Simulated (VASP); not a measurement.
# Si2Mo (I4/mmm) in VASP: further runs

The runs below take Si2Mo through relaxation of cell and atoms, with PBE+D4, RPBE+D3(BJ).

Everything below comes from runs of VASP 6.6.1. Logs are shortened: lines on timing, memory, paths and dates and some standing lists are left out, and cuts for length are marked.

## 1. The cell of the first run

The structure is tetragonal, space group I4/mmm (No. 139). Conventional cell: a = 3.200 Å, b = 3.200 Å, c = 7.861 Å, α = 90.00°, β = 90.00°, γ = 90.00°. Within 3.5 Å of Mo (site symmetry 4/mmm) lie 10 Si at 2.62 Å and 4 Mo at 3.20 Å. Within 3.4 Å of Si (site symmetry 4mm) lie 9 Si at 2.61 to 3.20 Å and 5 Mo at 2.62 Å.

## 2. Relaxation of cell and atoms, PBE+D4

The input, INCAR:

```
SYSTEM = Si2Mo
PREC = Accurate
ENCUT = 600
EDIFF = 1E-6
ISMEAR = -1
SIGMA = 0.05
LREAL = .False.
LASPH = .True.
NELM = 60
ALGO = Normal
ISIF = 3
LWAVE = .False.
LCHARG = .False.
GGA = PE
IVDW = 13
IBRION = 2
NSW = 60
EDIFFG = -0.01
```

The input, KPOINTS:

```
Automatic mesh
0
Gamma
  12 12 12
  0 0 0
```

The input, POSCAR:

```
Si2Mo
1.0
   -1.6000000000      1.6000000000      3.9305000000
    1.6000000000     -1.6000000000      3.9305000000
    1.6000000000      1.6000000000     -3.9305000000
Mo Si
1 2
Direct
    0.0000000000      0.0000000000      0.0000000000
    0.6670000000      0.6670000000      0.0000000000
    0.3330000000      0.3330000000      0.0000000000
```

Potentials or basis: VASP PAW PBE potentials, release 64 (Mo_sv, Si).

Command:

```bash
$ cat potpaw_PBE.64/Mo_sv/POTCAR potpaw_PBE.64/Si/POTCAR > POTCAR
$ mpirun -np 1 vasp_std > vasp.out
```

OUTCAR:

```text
SYSTEM = Si2Mo
   PREC = Accurate
   ENCUT = 600
   EDIFF = 1E-6
   ISMEAR = -1
   LREAL = .False.
   LASPH = .True.
   NELM = 60
   ISIF = 3
   GGA = PE
   IVDW = 13
   IBRION = 2
   NSW = 60
   EDIFFG = -0.01

 ion  position               nearest neighbor table
   1  0.000  0.000  0.000-   2 2.62   3 2.62   2 2.62   3 2.62   2 2.62   3 2.62   3 2.62   2 2.62
                             2 2.62   3 2.62
   2  0.667  0.667  0.000-   3 2.61   3 2.61   3 2.61   3 2.61   1 2.62   1 2.62   1 2.62   1 2.62
                             1 2.62   3 2.63
   3  0.333  0.333  0.000-   2 2.61   2 2.61   2 2.61   2 2.61   1 2.62   1 2.62   1 2.62   1 2.62
                             1 2.62   2 2.63

  LATTYP: Found a body centered tetragonal cell.
 ALAT       =     3.2000000000
 C/A-ratio  =     2.4565625000

  Lattice vectors:

 A1 = (  -1.6000000000,   1.6000000000,   3.9305000000)
 A2 = (   1.6000000000,  -1.6000000000,   3.9305000000)
 A3 = (   1.6000000000,   1.6000000000,  -3.9305000000)

Analysis of symmetry for initial positions (statically):
=====================================================================
 Subroutine PRICEL returns:
 Original cell was already a primitive cell.

 Routine SETGRP: Setting up the symmetry group for a
 body centered tetragonal supercell.

 Subroutine GETGRP returns: Found 16 space group operations
 (whereof 16 operations were pure point group operations)
 out of a pool of 16 trial point group operations.

The static configuration has the point symmetry D_4h.

Analysis of symmetry for dynamics (positions and initial velocities):
=====================================================================
 Subroutine PRICEL returns:
 Original cell was already a primitive cell.

 Routine SETGRP: Setting up the symmetry group for a
 body centered tetragonal supercell.

 Subroutine GETGRP returns: Found 16 space group operations
 (whereof 16 operations were pure point group operations)
 out of a pool of 16 trial point group operations.

The dynamic configuration has the point symmetry D_4h.

 Subroutine INISYM returns: Found 16 space group operations
 (whereof 16 operations are pure point group operations),
 and found     1 'primitive' translations

----------------------------------------------------------------------------------------

                                     Primitive cell

  volume of cell :      40.2483

  direct lattice vectors                    reciprocal lattice vectors
    -1.600000000  1.600000000  3.930500000     0.000000000  0.312500000  0.127210279
     1.600000000 -1.600000000  3.930500000     0.312500000  0.000000000  0.127210279
     1.600000000  1.600000000 -3.930500000     0.312500000  0.312500000  0.000000000

  length of vectors
     4.535287229  4.535287229  4.535287229     0.337399918  0.337399918  0.441941738

  position of ions in fractional coordinates (direct lattice)
     0.000000000  0.000000000  0.000000000
     0.667000000  0.667000000  0.000000000
     0.333000000  0.333000000  0.000000000

  ion indices of the primitive-cell ions
   primitive index   ion index
                 1           1
                 2           2
                 3           3

----------------------------------------------------------------------------------------

 KPOINTS: Automatic mesh

Automatic generation of k-mesh.
 Grid dimensions read from file:
 generate k-points for:   12   12   12

 Generating k-lattice:

  Cartesian coordinates                     Fractional coordinates (reciprocal lattice)
     0.000000000  0.026041667  0.010600857     0.083333333  0.000000000 -0.000000000
     0.026041667  0.000000000  0.010600857     0.000000000  0.083333333 -0.000000000
     0.026041667  0.026041667  0.000000000     0.000000000  0.000000000  0.083333333

  Length of vectors
     0.028116660  0.028116660  0.036828478

  Shift w.r.t. Gamma in fractional coordinates (k-lattice)
     0.000000000  0.000000000  0.000000000

 Subroutine IBZKPT returns following result:
 ===========================================

 Found    163 irreducible k-points:

 Following reciprocal coordinates:
            Coordinates               Weight
  0.000000  0.000000  0.000000      1.000000
  0.083333 -0.000000  0.000000      8.000000
  0.166667 -0.000000  0.000000      8.000000
  0.250000 -0.000000  0.000000      8.000000
  0.333333 -0.000000  0.000000      8.000000
  0.416667  0.000000  0.000000      8.000000
[... 16 lines left out ...]
  0.500000  0.166667  0.000000     16.000000
 -0.416667  0.166667  0.000000     16.000000
 [... further k-points ...]
   k-points           NKPTS =    163   k-points in BZ     NKDIM =    163   number of bands    NBANDS=     15
   number of dos      NEDOS =    301   number of ions     NIONS =      3
   total plane-waves  NPLWV =  46656
   dimension x,y,z NGX =    36 NGY =   36 NGZ =   36
   dimension x,y,z NGXF=    72 NGYF=   72 NGZF=   72
   ions per type =               1   2
   NGX,Y,Z   is equivalent  to a cutoff of  13.20, 13.20, 13.20 a.u.
   NGXF,Y,Z  is equivalent  to a cutoff of  26.39, 26.39, 26.39 a.u.
 SYSTEM =  Si2Mo
   PREC   = accura    normal or accurate (medium, high low for compatibility)
   ISTART =      0    job   : 0-new  1-cont  2-samecut
   ICHARG =      2    charge: 1-file 2-atom 10-const
   ISPIN  =      1    spin polarized calculation?
   LNONCOLLINEAR =      F non collinear calculations
   LSORBIT =      F    spin-orbit coupling
   LASPH  =      T    aspherical Exc in radial PAW
   ENCUT  =  600.0 eV  44.10 Ry    6.64 a.u.   9.06  9.06  9.06*2*pi/ulx,y,z
   NELM   =     60;   NELMIN=  2; NELMDL= -5     # of ELM steps
   EDIFF  = 0.1E-05   stopping-criterion for ELM
   LREAL  =      F    real-space projection
   EDIFFG = -.1E-01   stopping-criterion for IOM
   NSW    =     60    number of steps for IOM
   IBRION =      2    ionic relax: 0-MD 1-quasi-New 2-CG
   NFREE  =      1    steps in history (QN), initial steepest desc. (CG)
   ISIF   =      3    stress and relaxation
   ISYM   =      2    0-nonsym 1-usesym 2-fastsym
   POTIM  = 0.5000    time-step for ionic-motion
   TEBEG  =    0.0;   TEEND  =   0.0 temperature during run
   PSTRESS=    0.0 pullay stress
   NELECT =      22.0000    total number of electrons
   NUPDOWN=      -1.0000    fix difference up-down
   EMIN   =  10.00;   EMAX   =-10.00  energy-range for DOS
   EFERMI =   0.00;   METHOD = LEGACY
   ISMEAR =    -1;   SIGMA  =   0.05  broadening in eV -4-tet -1-fermi 0-gaus
   EFERMI_NEDOS =   21; number of points for ismear=-14 and -15
   IALGO  =     38    algorithm
   IMIX   =      4    mixing-type and parameters
     AMIX     =   0.40;   BMIX     =  1.00
     AMIX_MAG =   1.60;   BMIX_MAG =  1.00
  volume/ion in A,a.u.               =      13.42        90.54
  Fermi-wavevector in a.u.,A,eV,Ry     =   1.338546  2.529484 24.377614  1.791704
  Thomas-Fermi vector in A             =   2.467007
   LORBIT       =      0    0 simple, 1 ext, 2 COOP (PROOUT), +10 PAW based schemes
   GGA     = PE    functional components
   LHFCALC =     F    Hartree Fock is set to
   AEXX    =    0.0000 exact exchange contribution
   IVDW    =    13    specifies the selected vdW correction
   LEPSILON=     F    determine dielectric tensor
   LRPA    =     F    only Hartree local field effects (RPA)
 conjugate gradient relaxation of ions
 non-spin polarized calculation
  energy-cutoff  :      600.00
  volume of cell :       40.25
 maximum number of plane-waves:      1362
   NGX = 19   NGY = 19   NGZ = 19

--------------------------------------- Ionic step        1  -------------------------------------------

 number of electron      22.0000000 magnetization

 Free energy of the ion-electron system (eV)
  ---------------------------------------------------
  ext. energy  EPLUGINS =         0.00000000
  ---------------------------------------------------
  free energy    TOTEN  =       -23.25344590 eV

  energy without entropy =      -23.25119530  energy(sigma->0) =      -23.25232060

------------------------ aborting loop because EDIFF is reached ----------------------------------------

  DFT-D4 for vdW energy calculation

  Edisp (eV):   -1.65685

  FORCE on cell =-STRESS in cart. coord.  units (eV):
  Direction    XX          YY          ZZ          XY          YZ          ZX
  --------------------------------------------------------------------------------------
  -------------------------------------------------------------------------------------
  Total      -0.84060    -0.84060    -1.19016     0.00000     0.00000     0.00000
  in kB     -33.46195   -33.46195   -47.37713     0.00000     0.00000     0.00000
  external pressure =      -38.10 kB  Pullay stress =        0.00 kB

 VOLUME and BASIS-vectors are now :
 -----------------------------------------------------------------------------
  energy-cutoff  :      600.00
  volume of cell :       40.25
      direct lattice vectors                 reciprocal lattice vectors
    -1.600000000  1.600000000  3.930500000     0.000000000  0.312500000  0.127210279
     1.600000000 -1.600000000  3.930500000     0.312500000  0.000000000  0.127210279
     1.600000000  1.600000000 -3.930500000     0.312500000  0.312500000  0.000000000
[... 124 lines left out ...]
 POSITION                                       TOTAL-FORCE (eV/Angst)
 -----------------------------------------------------------------------------------
      0.00000      0.00000      7.80570         0.000000      0.000000      0.000000
      1.59224      1.59224      1.29135         0.000000      0.000000     -0.018003
      1.59224      1.59224     -1.29135        -0.000000     -0.000000      0.018003
 -----------------------------------------------------------------------------------
    total drift:                               -0.000000     -0.000000      0.000000

  FREE ENERGIE OF THE ION-ELECTRON SYSTEM (eV)
  ---------------------------------------------------
  free  energy   TOTEN  =       -24.9223484461 eV

  energy  without entropy=      -24.9199600108  energy(sigma->0) =      -24.92115423

--------------------------------------- Ionic step        5  -------------------------------------------

 number of electron      22.0000000 magnetization

 Free energy of the ion-electron system (eV)
  ---------------------------------------------------
  ext. energy  EPLUGINS =         0.00000000
  ---------------------------------------------------
  free energy    TOTEN  =       -23.23935305 eV

  energy without entropy =      -23.23694913  energy(sigma->0) =      -23.23815109

 E-fermi :  12.4972     XC(G=0): -12.5053

 val. band max:       12.4523405986   @ k =  -0.4167   0.5000   0.3333
 cond. band min:      12.5077709763   @ k =   0.0833  -0.0000   0.0000
 fundamental gap:      0.0554303777
 Fermi energy:        12.4972062289

 k-point     1 :       0.0000    0.0000    0.0000
  band No.  band energies     occupation
      1     -48.1950      2.00000
      2     -22.3598      2.00000
      3     -22.2726      2.00000
      4     -22.2726      2.00000
      5      -1.0475      2.00000
      6       6.0239      2.00000
      7       9.1045      2.00000
      8       9.3854      2.00000
      9       9.8374      2.00000
     10       9.8374      2.00000
     11      12.8894      0.00078
     12      15.6303      0.00000
     13      15.7461      0.00000
     14      16.0916      0.00000
     15      16.0916      0.00000
[... 397 lines left out ...]
 k-point    24 :      -0.4167    0.1667    0.0000
  band No.  band energies     occupation
      1     -48.1717      2.00000
      2     -22.5159      2.00000
      3     -22.3315      2.00000
      4     -22.3133      2.00000
      5       1.9245      2.00000
      6       4.4597      2.00000
      7       7.0790      2.00000
      8       8.4938      2.00000
      9       9.8057      2.00000
     10      10.3884      2.00000
     11      10.5693      2.00000
     12      14.5658      0.00000
     13      14.8689      0.00000
     14      16.2769      0.00000
     15      16.9711      0.00000

 [... further k-points ...]

------------------------ aborting loop because EDIFF is reached ----------------------------------------

  DFT-D4 for vdW energy calculation

  Edisp (eV):   -1.68301

  FORCE on cell =-STRESS in cart. coord.  units (eV):
  Direction    XX          YY          ZZ          XY          YZ          ZX
  --------------------------------------------------------------------------------------
  -------------------------------------------------------------------------------------
  Total       0.00076     0.00076    -0.00016     0.00000     0.00000     0.00000
  in kB       0.03063     0.03063    -0.00660     0.00000     0.00000     0.00000
  external pressure =        0.02 kB  Pullay stress =        0.00 kB

 VOLUME and BASIS-vectors are now :
 -----------------------------------------------------------------------------
  energy-cutoff  :      600.00
  volume of cell :       39.59
      direct lattice vectors                 reciprocal lattice vectors
    -1.592365257  1.592365257  3.903184984     0.000000000  0.313998310  0.128100513
     1.592365257 -1.592365257  3.903184984     0.313998310  0.000000000  0.128100513
     1.592365257  1.592365257 -3.903184984     0.313998310  0.313998310  0.000000000

 POSITION                                       TOTAL-FORCE (eV/Angst)
 -----------------------------------------------------------------------------------
      0.00000      0.00000     -0.00000         0.000000     -0.000000      0.000000
      0.00000      0.00000      5.19371         0.000000      0.000000     -0.000242
      0.00000      0.00000      2.61266        -0.000000     -0.000000      0.000242
 -----------------------------------------------------------------------------------
    total drift:                               -0.000000      0.000000     -0.000000

  FREE ENERGIE OF THE ION-ELECTRON SYSTEM (eV)
  ---------------------------------------------------
  free  energy   TOTEN  =       -24.9223643207 eV

  energy  without entropy=      -24.9199604038  energy(sigma->0) =      -24.92116236

 reached required accuracy - stopping structural energy minimisation
```

It took 6 min on 1 thread of Intel Xeon 6975P-C, shared host; peak memory 0.3 GiB.

Results:

```
Free energy                            : -24.9224 eV
Relaxed volume                         : 13.20 Å³/atom
Relaxed cell                           : a = 4.506 Å, b = 4.506 Å, c = 4.506 Å, α = 138.61°, β = 138.61°, γ = 59.97°
Space group after relaxing (to 0.05 Å) : I4/mmm (No. 139)
Energy gained by relaxing              : 4.0 meV/atom
Ionic steps                            : 5
Pressure after relaxing                : 0.0 GPa
Band gap on the k mesh                 : zero (band 11 reaches 12.99 eV, above the bottom of band 12 at 12.02 eV)
Dispersion energy per atom             : -0.561 eV
```

The path:
| step | energy change (eV) | largest force (eV/Å) | pressure (GPa) | volume (Å³) |
| --- | --- | --- | --- | --- |
| 1 | 0.0000 | 0.2842 | -3.81 | 40.25 |
| 2 | 0.0144 | 0.0816 | 7.26 | 38.42 |
| 3 | -0.0108 | 0.1514 | 0.32 | 39.51 |
| 4 | -0.0121 | 0.0180 | 0.02 | 39.58 |
| 5 | -0.0121 | 0.0002 | 0.00 | 39.59 |

Final structure:
```yaml
crystal:
  lattice:
    - [-1.59237, 1.59237, 3.90318]
    - [1.59237, -1.59237, 3.90318]
    - [1.59237, 1.59237, -3.90318]
  atoms:
    - { symbol: Mo, position: [0.00000, 0.00000, 0.00000] }
    - { symbol: Si, position: [0.66532, 0.66532, 0.00000] }
    - { symbol: Si, position: [0.33468, 0.33468, 0.00000] }
```

Levels at points of the mesh, in eV from the Fermi level:
| k point | band 7 | band 8 | band 9 | band 10 | band 11 | band 12 | band 13 | band 14 | band 15 |
| --- | --- | --- | --- | --- | --- | --- | --- | --- | --- |
| (0.00, 0.00, 0.00) | -3.39 | -3.11 | -2.66 | -2.66 | 0.39 | 3.13 | 3.25 | 3.59 | 3.59 |
| (0.50, 0.00, 0.00) | -5.00 | -4.53 | -2.62 | -2.60 | -0.52 | 2.33 | 3.13 | 4.19 | 4.26 |
| (0.50, 0.50, 0.00) | -5.71 | -5.20 | -4.50 | -3.11 | -1.19 | 2.38 | 2.81 | 3.19 | 3.38 |
| (0.50, 0.50, 0.50) | -3.60 | -2.24 | -0.58 | -0.58 | -0.48 | -0.48 | 0.53 | 4.78 | 5.33 |

Caveat: pairwise dispersion overbinds metals, which lowers pressure and volume.

(Continued in part 2 of 2.)
